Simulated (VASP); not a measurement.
# BN in VASP: notebook

Runs on BN. Level: PBE+D3(BJ). Tasks: single point.

Everything below comes from runs of VASP 6.6.1. Logs are shortened: lines on timing, memory, paths and dates and some standing lists are left out, and cuts for length are marked.

## (1) The cell of the first run

The cell holds a slab with vacuum, 2 atoms: a = 2.609 Å, b = 2.609 Å, c = 26.000 Å, α = 90.00°, β = 90.00°, γ = 120.00°.

## (2) Single point, PBE+D3(BJ)

Input file INCAR:

```
  PREC = Accurate
  ENCUT = 520
  EDIFF = 1E-6
  ISMEAR = 0
  SIGMA = 0.02
  LREAL = F
  LASPH = T
  NELM = 80
  ALGO = Normal
  ISIF = 2
  LWAVE = F
  LCHARG = F
  LDIPOL = T
  IDIPOL = 3
  DIPOL = 0.5 0.5 0.500
  GGA = PE
  IVDW = 12
  NBANDS = 11
```

Input file KPOINTS:

```
regular mesh
0
Gamma
  12 12 1
```

Input file POSCAR:

```
BN
1.0
    2.6090000000      0.0000000000      0.0000000000
   -1.3045000000      2.2594602785      0.0000000000
    0.0000000000      0.0000000000     26.0000000000
B N
1 1
Direct
    0.0000000000      0.0000000000      0.5000000000
    0.6666666667      0.3333333333      0.5000000000
```

Potentials or basis: VASP PAW PBE potentials, release 64 (B, N).

Run with:

```
cat potpaw_PBE.64/B/POTCAR potpaw_PBE.64/N/POTCAR > POTCAR
mpirun -np 1 vasp_std > vasp.out
```

OUTCAR:

```text
PREC = Accurate
   ENCUT = 520
   EDIFF = 1E-6
   ISMEAR = 0
   LREAL = F
   LASPH = T
   NELM = 80
   ISIF = 2
   GGA = PE
   IVDW = 12
 IVDW          = 12

 ion  position               nearest neighbor table
   1  0.000  0.000  0.500-   2 1.51   2 1.51   2 1.51
   2  0.667  0.333  0.500-   1 1.51   1 1.51   1 1.51

  LATTYP: Found a hexagonal cell.
 ALAT       =     2.6090000000
 C/A-ratio  =     9.9655040245

  Lattice vectors:

 A1 = (   2.6090000000,   0.0000000000,   0.0000000000)
 A2 = (  -1.3045000000,   2.2594602785,   0.0000000000)
 A3 = (   0.0000000000,   0.0000000000,  26.0000000000)

Analysis of symmetry for initial positions (statically):
=====================================================================
 Subroutine PRICEL returns:
 Original cell was already a primitive cell.

 Routine SETGRP: Setting up the symmetry group for a
 hexagonal supercell.

 Subroutine GETGRP returns: Found 12 space group operations
 (whereof 12 operations were pure point group operations)
 out of a pool of 24 trial point group operations.

The static configuration has the point symmetry D_3h.

Analysis of symmetry for dynamics (positions and initial velocities):
=====================================================================
 Subroutine PRICEL returns:
 Original cell was already a primitive cell.

 Routine SETGRP: Setting up the symmetry group for a
 hexagonal supercell.

 Subroutine GETGRP returns: Found 12 space group operations
 (whereof 12 operations were pure point group operations)
 out of a pool of 24 trial point group operations.

The dynamic configuration has the point symmetry D_3h.

 Subroutine INISYM returns: Found 12 space group operations
 (whereof 12 operations are pure point group operations),
 and found     1 'primitive' translations

----------------------------------------------------------------------------------------

                                     Primitive cell

  volume of cell :     153.2682

  direct lattice vectors                    reciprocal lattice vectors
     2.609000000  0.000000000  0.000000000     0.383288616  0.221291786  0.000000000
    -1.304500000  2.259460279  0.000000000     0.000000000  0.442583572  0.000000000
     0.000000000  0.000000000 26.000000000     0.000000000  0.000000000  0.038461538

  length of vectors
     2.609000000  2.609000000 26.000000000     0.442583572  0.442583572  0.038461538

  position of ions in fractional coordinates (direct lattice)
     0.000000000  0.000000000  0.500000000
     0.666666667  0.333333333  0.500000000

  ion indices of the primitive-cell ions
   primitive index   ion index
                 1           1
                 2           2

----------------------------------------------------------------------------------------

 KPOINTS: regular mesh

Automatic generation of k-mesh.
 Grid dimensions read from file:
 generate k-points for:   12   12    1

 Generating k-lattice:

  Cartesian coordinates                     Fractional coordinates (reciprocal lattice)
     0.031940718  0.018440982  0.000000000     0.083333333  0.000000000  0.000000000
     0.000000000  0.036881964  0.000000000     0.000000000  0.083333333  0.000000000
     0.000000000  0.000000000  0.038461538     0.000000000  0.000000000  1.000000000

  Length of vectors
     0.036881964  0.036881964  0.038461538

  Shift w.r.t. Gamma in fractional coordinates (k-lattice)
     0.000000000  0.000000000  0.000000000

 Subroutine IBZKPT returns following result:
 ===========================================

 Found     19 irreducible k-points:

 Following reciprocal coordinates:
            Coordinates               Weight
  0.000000  0.000000  0.000000      1.000000
  0.083333  0.000000  0.000000      6.000000
  0.166667  0.000000  0.000000      6.000000
  0.250000  0.000000  0.000000      6.000000
  0.333333  0.000000  0.000000      6.000000
  0.416667  0.000000  0.000000      6.000000
[... 11 lines left out ...]
  0.333333  0.250000  0.000000     12.000000
  0.333333  0.333333  0.000000      2.000000
   k-points           NKPTS =     19   k-points in BZ     NKDIM =     19   number of bands    NBANDS=     11
   number of dos      NEDOS =    301   number of ions     NIONS =      2
   total plane-waves  NPLWV =  78400
   dimension x,y,z NGX =    20 NGY =   20 NGZ =  196
   dimension x,y,z NGXF=    40 NGYF=   40 NGZF=  392
   ions per type =               1   1
   NGX,Y,Z   is equivalent  to a cutoff of  12.74, 12.74, 12.53 a.u.
   NGXF,Y,Z  is equivalent  to a cutoff of  25.49, 25.49, 25.06 a.u.
 SYSTEM =  unknown system
   PREC   = accura    normal or accurate (medium, high low for compatibility)
   ISTART =      0    job   : 0-new  1-cont  2-samecut
   ICHARG =      2    charge: 1-file 2-atom 10-const
   ISPIN  =      1    spin polarized calculation?
   LNONCOLLINEAR =      F non collinear calculations
   LSORBIT =      F    spin-orbit coupling
   LASPH  =      T    aspherical Exc in radial PAW
   ENCUT  =  520.0 eV  38.22 Ry    6.18 a.u.   4.85  4.85 48.34*2*pi/ulx,y,z
   NELM   =     80;   NELMIN=  2; NELMDL= -5     # of ELM steps
   EDIFF  = 0.1E-05   stopping-criterion for ELM
   LREAL  =      F    real-space projection
   EDIFFG = 0.1E-04   stopping-criterion for IOM
   NSW    =      0    number of steps for IOM
   IBRION =     -1    ionic relax: 0-MD 1-quasi-New 2-CG
   NFREE  =      0    steps in history (QN), initial steepest desc. (CG)
   ISIF   =      2    stress and relaxation
   ISYM   =      2    0-nonsym 1-usesym 2-fastsym
   POTIM  = 0.5000    time-step for ionic-motion
   TEBEG  =    0.0;   TEEND  =   0.0 temperature during run
   PSTRESS=    0.0 pullay stress
   NELECT =       8.0000    total number of electrons
   NUPDOWN=      -1.0000    fix difference up-down
   EMIN   =  10.00;   EMAX   =-10.00  energy-range for DOS
   EFERMI =   0.00;   METHOD = LEGACY
   ISMEAR =     0;   SIGMA  =   0.02  broadening in eV -4-tet -1-fermi 0-gaus
   EFERMI_NEDOS =   21; number of points for ismear=-14 and -15
   IALGO  =     38    algorithm
   IMIX   =      4    mixing-type and parameters
     AMIX     =   0.40;   BMIX     =  1.00
     AMIX_MAG =   1.60;   BMIX_MAG =  1.00
  volume/ion in A,a.u.               =      76.63       517.15
  Fermi-wavevector in a.u.,A,eV,Ry     =   0.611816  1.156164  5.092916  0.374319
  Thomas-Fermi vector in A             =   1.667878
   LORBIT       =      0    0 simple, 1 ext, 2 COOP (PROOUT), +10 PAW based schemes
   GGA     = PE    functional components
   LHFCALC =     F    Hartree Fock is set to
   AEXX    =    0.0000 exact exchange contribution
   IVDW    =    12    specifies the selected vdW correction
   LEPSILON=     F    determine dielectric tensor
   LRPA    =     F    only Hartree local field effects (RPA)
 non-spin polarized calculation
 Gauss-broadening in eV      SIGMA  =   0.02
  energy-cutoff  :      520.00
  volume of cell :      153.27
 maximum number of plane-waves:      4191
 NGX is ok and might be reduce to    20
   NGX =  9   NGY =  9   NGZ = 97

 dipolmoment           0.000000      0.000000      0.000000 electrons x Angstroem

 number of electron       7.9999999 magnetization

 dipolmoment           0.000000      0.000000     -0.000000 electrons x Angstroem

 Free energy of the ion-electron system (eV)
  ---------------------------------------------------
  ext. energy  EPLUGINS =         0.00000000
  ---------------------------------------------------
  free energy    TOTEN  =       -17.44007025 eV

  energy without entropy =      -17.44007025  energy(sigma->0) =      -17.44007025

 E-fermi :  -4.8014     XC(G=0):  -1.6043

 val. band max:       -4.9671724249   @ k =   0.3333   0.3333   0.0000
 cond. band min:      -0.6000603844   @ k =   0.3333   0.3333   0.0000
 fundamental gap:      4.3671120404
 Fermi energy:        -4.8014113634

 k-point     1 :       0.0000    0.0000    0.0000
  band No.  band energies     occupation
      1     -21.9269      2.00000
      2      -9.6129      2.00000
      3      -6.4319      2.00000
      4      -6.4319      2.00000
      5      -0.2022      0.00000
      6       0.7441      0.00000
      7       1.0377      0.00000
      8       1.4950      0.00000
      9       1.7291      0.00000
     10       2.6523      0.00000
     11       2.9252      0.00000

 k-point     2 :       0.0833    0.0000    0.0000
  band No.  band energies     occupation
      1     -21.8054      2.00000
      2      -9.4512      2.00000
      3      -6.9666      2.00000
      4      -6.6587      2.00000
      5       0.0191      0.00000
      6       0.9371      0.00000
      7       1.2429      0.00000
      8       1.6935      0.00000
      9       1.9377      0.00000
     10       2.8410      0.00000
     11       3.1376      0.00000

 k-point     3 :       0.1667    0.0000    0.0000
  band No.  band energies     occupation
      1     -21.4484      2.00000
      2      -8.9742      2.00000
      3      -8.2970      2.00000
      4      -7.2140      2.00000
      5       0.6399      0.00000
      6       1.5002      0.00000
      7       1.8567      0.00000
      8       2.2807      0.00000
      9       2.5500      0.00000
     10       3.3684      0.00000
     11       3.7308      0.00000

 k-point     4 :       0.2500    0.0000    0.0000
  band No.  band energies     occupation
      1     -20.8842      2.00000
      2      -9.9567      2.00000
      3      -8.2112      2.00000
      4      -7.8620      2.00000
      5       1.6019      0.00000
      6       2.2289      0.00000
      7       2.8757      0.00000
      8       3.1341      0.00000
      9       3.5269      0.00000
     10       3.7567      0.00000
     11       4.4342      0.00000

 k-point     5 :       0.3333    0.0000    0.0000
  band No.  band energies     occupation
      1     -20.1817      2.00000
      2     -11.5856      2.00000
      3      -8.4214      2.00000
      4      -7.2362      2.00000
      5       1.5516      0.00000
      6       2.7713      0.00000
      7       4.1556      0.00000
      8       4.2377      0.00000
      9       4.4553      0.00000
     10       4.8290      0.00000
     11       5.1667      0.00000
[... 141 lines left out ...]
 k-point    16 :       0.4167    0.1667    0.0000
  band No.  band energies     occupation
      1     -18.9933      2.00000
      2     -13.0559      2.00000
      3     -10.2026      2.00000
      4      -5.4393      2.00000
      5      -0.4229      0.00000
      6       5.4354      0.00000
      7       7.4853      0.00000
      8       7.6190      0.00000
      9       8.1426      0.00000
     10       8.7281      0.00000
     11       9.0031      0.00000

 k-point    17 :       0.2500    0.2500    0.0000
  band No.  band energies     occupation
      1     -19.2958      2.00000
      2     -12.1911      2.00000
      3     -10.5789      2.00000
      4      -5.9373      2.00000
      5       0.3269      0.00000
      6       5.0712      0.00000
      7       6.1285      0.00000
      8       6.5481      0.00000
      9       6.9491      0.00000
     10       7.1081      0.00000
     11       7.7091      0.00000

 k-point    18 :       0.3333    0.2500    0.0000
  band No.  band energies     occupation
      1     -18.8713      2.00000
      2     -12.5978      2.00000
      3     -11.1735      2.00000
      4      -5.2449      2.00000
      5      -0.3951      0.00000
      6       6.5299      0.00000
      7       7.1635      0.00000
      8       7.9011      0.00000
      9       8.6012      0.00000
     10       8.6686      0.00000
     11       9.0707      0.00000

 k-point    19 :       0.3333    0.3333    0.0000
  band No.  band energies     occupation
      1     -18.7121      2.00000
      2     -12.2097      2.00000
      3     -11.9795      2.00000
      4      -4.9672      2.00000
      5      -0.6001      0.00000
      6       7.0339      0.00000
      7       7.3044      0.00000
      8       8.9194      0.00000
      9       9.5652      0.00000
     10      10.2923      0.00000
     11      10.6233      0.00000

------------------------ aborting loop because EDIFF is reached ----------------------------------------

 vacuum level on the upper side and lower side of the slab       (xc-potential included)        -0.010        -0.010

 Edisp (eV)   -0.14234

 E8    (eV) :    -0.0457

  FORCE on cell =-STRESS in cart. coord.  units (eV):
  Direction    XX          YY          ZZ          XY          YZ          ZX
  --------------------------------------------------------------------------------------
  -------------------------------------------------------------------------------------
  Total      -4.30777    -4.30777    -0.01679     0.00000    -0.00000     0.00000
  in kB     -45.03090   -45.03090    -0.17547     0.00000    -0.00000     0.00000
  external pressure =      -30.08 kB  Pullay stress =        0.00 kB

 VOLUME and BASIS-vectors are now :
 -----------------------------------------------------------------------------
  energy-cutoff  :      520.00
  volume of cell :      153.27
      direct lattice vectors                 reciprocal lattice vectors
     2.609000000  0.000000000  0.000000000     0.383288616  0.221291786  0.000000000
    -1.304500000  2.259460279  0.000000000     0.000000000  0.442583572  0.000000000
     0.000000000  0.000000000 26.000000000     0.000000000  0.000000000  0.038461538

 POSITION                                       TOTAL-FORCE (eV/Angst)
 -----------------------------------------------------------------------------------
      0.00000      0.00000     13.00000        -0.000000      0.000000      0.000000
      1.30450      0.75315     13.00000         0.000000     -0.000000      0.000000
 -----------------------------------------------------------------------------------
    total drift:                               -0.000001      0.000001      0.000000

  FREE ENERGIE OF THE ION-ELECTRON SYSTEM (eV)
  ---------------------------------------------------
  free  energy   TOTEN  =       -17.5824100127 eV

  energy  without entropy=      -17.5824100127  energy(sigma->0) =      -17.58241001

 vacuum level on the upper side and lower side of the slab         0.977         0.977
```

Run time: 35 s. Hardware: 1 thread of Intel Xeon Platinum 8375C at 2.90GHz (Ice Lake), shared host; peak memory 0.27 GiB.

What came out:

```
Free energy                : -17.5824 eV
Band gap on the k mesh     : 4.37 eV, direct
Dispersion energy per atom : -0.071 eV
```

Levels at points of the mesh, in eV from the valence-band top:
| k point | band 1 | band 2 | band 3 | band 4 | band 5 | band 6 | band 7 | band 8 |
| --- | --- | --- | --- | --- | --- | --- | --- | --- |
| (0.00, 0.00, 0.00) | -16.96 | -4.65 | -1.46 | -1.46 | 4.76 | 5.71 | 6.00 | 6.46 |
| (0.50, 0.00, 0.00) | -14.23 | -8.41 | -3.95 | -0.79 | 4.54 | 8.55 | 11.97 | 12.43 |

## (3) Single point, PBE+D3(BJ)

This run uses another cell than the first one, of 67.47 Å³/atom, 0.880 times its volume.

Input file INCAR:

```
PREC = Accurate
ENCUT = 520
EDIFF = 1E-7
ISMEAR = 0
SIGMA = 0.02
LREAL = F
LASPH = T
NELM = 60
ALGO = Normal
ISIF = 2
LWAVE = F
LCHARG = F
LDIPOL = T
IDIPOL = 3
DIPOL = 0.5 0.5 0.500
GGA = PE
IVDW = 12
NBANDS = 11
```

Input file KPOINTS:

```
Automatic mesh
0
Gamma
  12 12 1
```

Input file POSCAR:

```
BN
1.0
    2.4480000000      0.0000000000      0.0000000000
   -1.2240000000      2.1200301885      0.0000000000
    0.0000000000      0.0000000000     26.0000000000
B N
1 1
Direct
    0.0000000000      0.0000000000      0.5000000000
    0.6666666667      0.3333333333      0.5000000000
```

Potentials or basis: VASP PAW PBE potentials, release 64 (B, N).

Run with:

```
cat potpaw_PBE.64/B/POTCAR potpaw_PBE.64/N/POTCAR > POTCAR
mpirun -np 1 vasp_std > vasp.out
```

Run time: 48 s. Hardware: 1 thread of Intel Xeon Platinum 8259CL at 2.50GHz (Skylake/Cascade Lake), shared host; peak memory 0.24 GiB.

Results (log left out):

```yaml
Free_energy: -17.6768 eV
Band_gap_on_the_k_mesh: 4.60 eV, indirect (least direct gap 4.86 eV)
Dispersion_energy_per_atom: -0.081 eV
```

Levels at points of the mesh, in eV from the valence-band top:
```csv
k point,band 1,band 2,band 3,band 4,band 5,band 6,band 7,band 8
"(0.00, 0.00, 0.00)",-18.08,-5.61,-1.26,-1.26,4.60,5.48,5.77,6.23
"(0.50, 0.00, 0.00)",-14.79,-9.17,-4.24,-0.98,4.93,10.43,12.76,13.22
```

## (4) Single point, PBE+D3(BJ)

This run uses another cell than the first one, of 69.24 Å³/atom, 0.904 times its volume.

Input file INCAR:

```
  PREC = Accurate
  ENCUT = 520
  EDIFF = 1E-7
  ISMEAR = 0
  SIGMA = 0.02
  LREAL = False
  LASPH = True
  NELM = 60
  ALGO = Normal
  ISIF = 2
  LWAVE = False
  LCHARG = False
  LDIPOL = True
  IDIPOL = 3
  DIPOL = 0.5 0.5 0.500
  GGA = PE
  IVDW = 12
  NBANDS = 11
```

KPOINTS is that of step 3.

Input file POSCAR:

```
BN
1.0
    2.4800000000      0.0000000000      0.0000000000
   -1.2400000000      2.1477430014      0.0000000000
    0.0000000000      0.0000000000     26.0000000000
B N
1 1
Direct
    0.0000000000      0.0000000000      0.5000000000
    0.6666666667      0.3333333333      0.5000000000
```

Run with:

```
cat potpaw_PBE.64/B/POTCAR potpaw_PBE.64/N/POTCAR > POTCAR
mpirun -np 1 vasp_std > vasp.out
```

Wall time 39 s (1 thread of Intel Xeon Platinum 8259CL at 2.50GHz (Skylake/Cascade Lake), shared host); peak memory 0.24 GiB.

Results (log left out):

- Free energy: -17.7372 eV
- Band gap on the k mesh: 4.65 eV, indirect (least direct gap 4.76 eV)
- Dispersion energy per atom: -0.079 eV

Levels at points of the mesh, in eV from the valence-band top:
```
           k point  band 1  band 2  band 3  band 4  band 5  band 6  band 7  band 8
(0.00, 0.00, 0.00)  -17.84   -5.40   -1.31   -1.31    4.65    5.53    5.83    6.29
(0.50, 0.00, 0.00)  -14.67   -9.01   -4.18   -0.94    4.86   10.04   12.60   13.05
```

## (5) The runs side by side

| cell | gap on the mesh (eV) |
| --- | --- |
| a = 2.609, b = 2.609, c = 26.000 Å, angles 90.0, 90.0, 120.0°, 2 atoms | 4.37 |
| a = 2.448, b = 2.448, c = 26.000 Å, angles 90.0, 90.0, 120.0°, 2 atoms | 4.60 |
| a = 2.480, b = 2.480, c = 26.000 Å, angles 90.0, 90.0, 120.0°, 2 atoms | 4.65 |

Alike in all rows: task single point; level PBE+D3(BJ); potentials or basis VASP PAW PBE potentials, release 64 (B, N); no spin polarisation; k mesh 12 × 12 × 1; cutoff (eV) 520; smearing gaussian 0.02 eV.

Total energies depend on the potentials used, so only differences within one code and one set of settings carry meaning.
